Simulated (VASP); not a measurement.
Set up this calculation in VASP 6.6.1, as the native input.

```yaml
Task: single point
Functional: PBE
Potentials_or_basis: VASP PAW PBE potentials, release 64 (Sn_d, P)
Cutoff: 520 eV
k_mesh: 6 × 6 × 2
Occupations: gaussian, width 0.1 eV
Spin: no spin polarisation
Dipole_correction: no
Further_INCAR_settings: ALGO = Normal; EDIFF = 1e-06; NBANDS = 33
```

The structure of SnP2 lies in POSCAR:

```
SnP2
1.0
    3.2257829784      0.0000000000      0.0000000000
   -1.6128914892      2.7936100064      0.0000000000
    0.0000000000      0.0000000000     12.5469729908
Sn P
2 4
Direct
    0.3333333333      0.6666666667      0.2500000000
    0.6666666667      0.3333333333      0.7500000000
    0.3333333333      0.6666666667      0.6275000000
    0.6666666667      0.3333333333      0.1275000000
    0.3333333333      0.6666666667      0.8725000000
    0.6666666667      0.3333333333      0.3725000000
```

One way to write it, as run:

INCAR

```
PREC = Accurate
ENCUT = 520
EDIFF = 1E-6
ISMEAR = 0
SIGMA = 0.1
LREAL = F
LASPH = T
NELM = 60
ALGO = Normal
ISIF = 2
LWAVE = F
LCHARG = T
GGA = PE
LELF = T
LVHAR = T
NBANDS = 33
```

KPOINTS

```
regular mesh
0
Gamma
  6 6 2
```

Potentials or basis: VASP PAW PBE potentials, release 64 (Sn_d, P).

Run with:

```sh
$ cat potpaw_PBE.64/Sn_d/POTCAR potpaw_PBE.64/P/POTCAR > POTCAR
$ mpirun -np 1 vasp_std > vasp.out
```

Results of the run:

| Property | Result |
| --- | --- |
| Pressure | 35.8 GPa |
| Largest force | 3.780 eV/Å |
| Band gap on the k mesh | zero (band 24 reaches 10.24 eV, above the bottom of band 25 at 7.76 eV) |

Caveat: the k points lie up to 0.37 Å⁻¹ apart; spin-orbit coupling is left out, which moves the levels of the heavy elements; this functional lacks dispersion, which binds the layers, so the pressure and a relaxed spacing across them are unreliable; forces of over 1 eV/Å act on the atoms, so gaps and moduli don't describe the material at rest.

Run time: 27 s on 1 thread of Intel(R) Xeon(R) Platinum 8488C (Sapphire Rapids) (shared host), peak memory 0.23 GiB.
